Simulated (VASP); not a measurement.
# Au (P6_3/mmc) in VASP: a series of runs, part 2 of 2

VASP 6.6.1. The steps go on from the part before.

## 3. Electric field gradients, PBEsol (volume scaled by 1.01)

The input, INCAR:

```
SYSTEM = Au
PREC = Accurate ; ENCUT = 520
EDIFF = 1E-8 ; ISMEAR = -1
SIGMA = 0.03 ; LREAL = .FALSE.
LASPH = .TRUE. ; NELM = 60
ALGO = Normal ; ISIF = 2
LWAVE = .FALSE. ; LCHARG = .FALSE.
GGA = PS ; LEFG = .TRUE.
NBANDS = 18
```

The input, KPOINTS:

```
regular mesh
0
G
  14 14 8
  0 0 0
```

The input, POSCAR:

```
Au
1.0
    2.9096330274      0.0000000000      0.0000000000
   -1.4548165137      2.5198161175      0.0000000000
    0.0000000000      0.0000000000      4.8962127437
Au
2
Direct
    0.3333333333      0.6666666667      0.7500000000
    0.6666666667      0.3333333333      0.2500000000
```

Potentials or basis: VASP PAW PBE potentials, release 64 (Au).

Started as:

```
cat potpaw_PBE.64/Au/POTCAR > POTCAR
mpirun -np 1 vasp_std > vasp.out
```

OUTCAR:

```text
SYSTEM = Au
   PREC = Accurate
   ENCUT = 520
   EDIFF = 1E-8
   ISMEAR = -1
   LREAL = .FALSE.
   LASPH = .TRUE.
   NELM = 60
   ISIF = 2
   GGA = PS

 ion  position               nearest neighbor table
   1  0.333  0.667  0.750-   2 2.97   2 2.97   2 2.97   2 2.97   2 2.97   2 2.97
   2  0.667  0.333  0.250-   1 2.97   1 2.97   1 2.97   1 2.97   1 2.97   1 2.97

  LATTYP: Found a hexagonal cell.
 ALAT       =     2.9096330274
 C/A-ratio  =     1.6827595431

  Lattice vectors:

 A1 = (   2.9096330274,   0.0000000000,   0.0000000000)
 A2 = (  -1.4548165137,   2.5198161175,   0.0000000000)
[... 719 lines left out ...]
  free  energy   TOTEN  =        -7.7756906856 eV

  energy  without entropy=       -7.7717250957  energy(sigma->0) =       -7.77370789

 Electric field gradients (V/A^2)
---------------------------------------------------------------------
 ion       V_xx      V_yy      V_zz      V_xy      V_xz      V_yz
---------------------------------------------------------------------
   1     -10.846   -10.846    21.693    -0.000     0.000    -0.000
   2     -10.846   -10.846    21.693    -0.000    -0.000     0.000
---------------------------------------------------------------------

 Electric field gradients after diagonalization (V/A^2)
 (convention: |V_zz| > |V_xx| > |V_yy|)
----------------------------------------------------------------------
 ion       V_xx      V_yy      V_zz     asymmetry (V_yy - V_xx)/ V_zz
----------------------------------------------------------------------
   1     -10.847   -10.846    21.693       0.000
   2     -10.847   -10.846    21.693       0.000
----------------------------------------------------------------------

           NMR quadrupolar parameters

 Cq : quadrupolar parameter    Cq=e*Q*V_zz/h
 eta: asymmetry parameters     (V_yy - V_xx)/ V_zz
 Q  : nuclear electric quadrupole moment in mb (millibarn)
----------------------------------------------------------------------
 ion       Cq(MHz)       eta       Q (mb)
----------------------------------------------------------------------
   1       0.052       0.000       1.000
   2       0.052       0.000       1.000
----------------------------------------------------------------------
```

It took 35 s on 1 thread of AMD EPYC 9R45 (Zen 5), shared host; peak memory 0.17 GiB.

What came out:

```
Free energy            : -7.7757 eV
Pressure               : -7.8 GPa
Band gap on the k mesh : zero (band 11 reaches 12.13 eV, above the bottom of band 12 at 5.89 eV)
```

Stress tensor (GPa, compression positive):
```
-7.78  0.00  0.00
 0.00 -7.78  0.00
 0.00  0.00 -7.96
```

Electric field gradients, principal values (V/Å²):
```tsv
atom	least	middle	greatest (by size)
1 Au	-10.846	-10.847	21.693
2 Au	-10.846	-10.847	21.693
```

Caveat: without QUAD_EFG the Cq values of the log hold for a quadrupole moment of 1 mb, not for the nuclei; the PAW data sets were made with another functional, which shifts forces and pressure a little; spin-orbit coupling is left out, which moves the levels of the heavy elements.

## 4. Electric field gradients, PBEsol (volume scaled by 1.04)

The input, INCAR:

```
PREC = Accurate ; ENCUT = 520
EDIFF = 1E-8 ; ISMEAR = -1
SIGMA = 0.03 ; LREAL = False
LASPH = True ; NELM = 100
ALGO = Normal ; ISIF = 2
LWAVE = False ; LCHARG = False
GGA = PS ; LEFG = True
NBANDS = 18
```

The input, KPOINTS:

```
regular mesh
0
Gamma
  14 14 8
```

The input, POSCAR:

```
Au
1.0
    2.9381606606      0.0000000000      0.0000000000
   -1.4690803303      2.5445217725      0.0000000000
    0.0000000000      0.0000000000      4.9442178906
Au
2
Direct
    0.3333333333      0.6666666667      0.7500000000
    0.6666666667      0.3333333333      0.2500000000
```

Potentials or basis: VASP PAW PBE potentials, release 64 (Au).

Started as:

```
cat potpaw_PBE.64/Au/POTCAR > POTCAR
mpirun -np 1 vasp_std > vasp.out
```

OUTCAR:

```text
PREC = Accurate
   ENCUT = 520
   EDIFF = 1E-8
   ISMEAR = -1
   LREAL = False
   LASPH = True
   NELM = 100
   ISIF = 2
   GGA = PS

 ion  position               nearest neighbor table
   1  0.333  0.667  0.750-   2 3.00   2 3.00   2 3.00   2 3.00   2 3.00   2 3.00
   2  0.667  0.333  0.250-   1 3.00   1 3.00   1 3.00   1 3.00   1 3.00   1 3.00

  LATTYP: Found a hexagonal cell.
 ALAT       =     2.9381606606
 C/A-ratio  =     1.6827595430

  Lattice vectors:

 A1 = (   2.9381606606,   0.0000000000,   0.0000000000)
[... 719 lines left out ...]
  ---------------------------------------------------
  free  energy   TOTEN  =        -7.7129777272 eV

  energy  without entropy=       -7.7091451606  energy(sigma->0) =       -7.71106144

 Electric field gradients (V/A^2)
---------------------------------------------------------------------
 ion       V_xx      V_yy      V_zz      V_xy      V_xz      V_yz
---------------------------------------------------------------------
   1      -9.403    -9.403    18.806     0.000     0.000    -0.000
   2      -9.403    -9.403    18.806     0.000    -0.000     0.000
---------------------------------------------------------------------

 Electric field gradients after diagonalization (V/A^2)
 (convention: |V_zz| > |V_xx| > |V_yy|)
----------------------------------------------------------------------
 ion       V_xx      V_yy      V_zz     asymmetry (V_yy - V_xx)/ V_zz
----------------------------------------------------------------------
   1      -9.403    -9.403    18.806       0.000
   2      -9.403    -9.403    18.806       0.000
----------------------------------------------------------------------

           NMR quadrupolar parameters

 Cq : quadrupolar parameter    Cq=e*Q*V_zz/h
 eta: asymmetry parameters     (V_yy - V_xx)/ V_zz
 Q  : nuclear electric quadrupole moment in mb (millibarn)
----------------------------------------------------------------------
 ion       Cq(MHz)       eta       Q (mb)
----------------------------------------------------------------------
   1       0.045       0.000       1.000
   2       0.045       0.000       1.000
----------------------------------------------------------------------
```

stdout:

```text
POSCAR found type information on POSCAR Au
 POSCAR found :  1 types and       2 ions
 scaLAPACK will be used
 -----------------------------------------------------------------------------
|                                                                             |
|                                                                             |
|     You enforced a specific xc type in the INCAR file but a different       |
|     I HOPE YOU KNOW WHAT YOU ARE DOING!                                     |
|                                                                             |
 -----------------------------------------------------------------------------

 LDA part: xc-table for (Slater+PW92), standard interpolation
 POSCAR, INCAR and KPOINTS ok, starting setup
 FFT: planning ... GRIDC
 FFT: planning ... GRID_SOFT
 FFT: planning ... GRID
 WAVECAR not read
 entering main loop
ion   1

ion   2
```

It took 43 s on 1 thread of AMD EPYC 9R45 (Zen 5), shared host; peak memory 0.18 GiB.

What came out:

| Item | Value |
| --- | --- |
| Free energy | -7.7130 eV |
| Pressure | -11.1 GPa |
| Band gap on the k mesh | zero (band 11 reaches 11.57 eV, above the bottom of band 12 at 5.49 eV) |

Electric field gradients, principal values (V/Å²):
| atom | least | middle | greatest (by size) |
| --- | --- | --- | --- |
| 1 Au | -9.403 | -9.403 | 18.806 |
| 2 Au | -9.403 | -9.403 | 18.806 |

Caveat: without QUAD_EFG the Cq values of the log hold for a quadrupole moment of 1 mb, not for the nuclei; the PAW data sets were made with another functional, which shifts forces and pressure a little; spin-orbit coupling is left out, which moves the levels of the heavy elements.

## 5. The runs side by side

```csv
cell,gap on the mesh (eV),pressure (GPa)
"a = 2.881, b = 2.881, c = 4.847 Å, angles 90.0, 90.0, 120.0°, 2 atoms",none,-3.8
"a = 2.910, b = 2.910, c = 4.896 Å, angles 90.0, 90.0, 120.0°, 2 atoms",none,-7.8
"a = 2.938, b = 2.938, c = 4.944 Å, angles 90.0, 90.0, 120.0°, 2 atoms",none,-11.1
```

Alike in all rows: task electric field gradients; level PBEsol; potentials or basis VASP PAW PBE potentials, release 64 (Au); no spin polarisation; k mesh 14 × 14 × 8; cutoff (eV) 520; smearing fermi-dirac 0.03 eV.

Caveats: the PAW data sets were made with another functional, which shifts forces and pressure a little; spin-orbit coupling is left out, which moves the levels of the heavy elements.

Total energies depend on the potentials used, so only differences within one code and one set of settings carry meaning.
